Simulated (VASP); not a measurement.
Here is a VASP 6.6.1 calculation.

INCAR

```
AGGAC    = 1.0          
AGGAX    = 1.0          
ALDAC    = 0.0          
ALDAX    = 1.0          
ALGO     = Normal         # electronic algorithm
EDIFF    = 1E-7           # SCF threshold, eV
ENCUT    = 520            # plane-wave cutoff, eV
GGA      = B5             # functional
ISIF     = 2              # what is computed and relaxed
ISMEAR   = -1             # smearing method
IVDW     = 13             # dispersion correction
LASPH    = True           # aspherical terms in the spheres
LCHARG   = False          # write CHGCAR
LREAL    = False          # projectors in reciprocal space
LWAVE    = False          # write WAVECAR
NBANDS   = 15             # bands
NELM     = 60             # most SCF steps
PREC     = Accurate       # precision mode
SIGMA    = 0.05           # smearing width, eV
VDW_A1   = 0.44488865   
VDW_A2   = 4.0933009    
VDW_S6   = 1.0          
VDW_S8   = 2.34076671
```

KPOINTS

```
k-points
0
Gamma
  9 9 9
```

File POSCAR:

```
SrO
1.0
    0.0000000000      2.5490759911      2.5490759911
    2.5490759911      0.0000000000      2.5490759911
    2.5490759911      2.5490759911      0.0000000000
Sr O
1 1
Direct
    0.5000000000      0.5000000000      0.5000000000
    0.0000000000      0.0000000000      0.0000000000
```

Potentials or basis: VASP PAW PBE potentials, release 64 (Sr_sv, O).

Command:

```bash
$ cat potpaw_PBE.64/Sr_sv/POTCAR potpaw_PBE.64/O/POTCAR > POTCAR
$ mpirun -np 1 vasp_std > vasp.out
```

(1) What does it give for the dispersion energy per atom?

(2) Predict the pressure.

Results:

(1) -0.319 eV.

(2) 5.7 GPa.

Caveat: the PAW data sets were made with another functional, which shifts forces and pressure a little.
